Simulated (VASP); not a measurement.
Here is a VASP 6.6.1 calculation.

Contents of INCAR:

```
SYSTEM = C
  ALGO = Normal
  EDIFF = 1E-6
  ENCUT = 600
  GGA = PE
  GGA_COMPAT = .FALSE.
  ISIF = 2
  ISMEAR = -1
  LASPH = .TRUE.
  LCHARG = .FALSE.
  LREAL = .FALSE.
  LWAVE = .FALSE.
  NBANDS = 16
  NELM = 120
  PREC = Accurate
  SIGMA = 0.02
```

KPOINTS

```
k-points
0
G
  12 12 4
  0 0 0
```

POSCAR

```
C
1.0
    2.4553982098      0.0000000000      0.0000000000
   -1.2276991049      2.1264372261      0.0000000000
    0.0000000000      0.0000000000      6.6643908340
C
4
Direct
    0.0000000000      0.0000000000      0.2500000000
    0.0000000000      0.0000000000      0.7500000000
    0.3333333333      0.6666666667      0.2500000000
    0.6666666667      0.3333333333      0.7500000000
```

Potentials or basis: VASP PAW PBE potentials, release 64 (C).

Command:

```bash
$ cat potpaw_PBE.64/C/POTCAR > POTCAR
$ mpirun -np 1 vasp_std > vasp.out
```

(1) Estimate the pressure.

(2) What does it give for the band gap on the k mesh?

## Answers

(1) 4.9 GPa.

(2) zero (band 8 reaches 4.80 eV, above the bottom of band 9 at 4.78 eV).

Caveat: this functional lacks dispersion, which binds the layers, so the pressure and a relaxed spacing across them are unreliable.
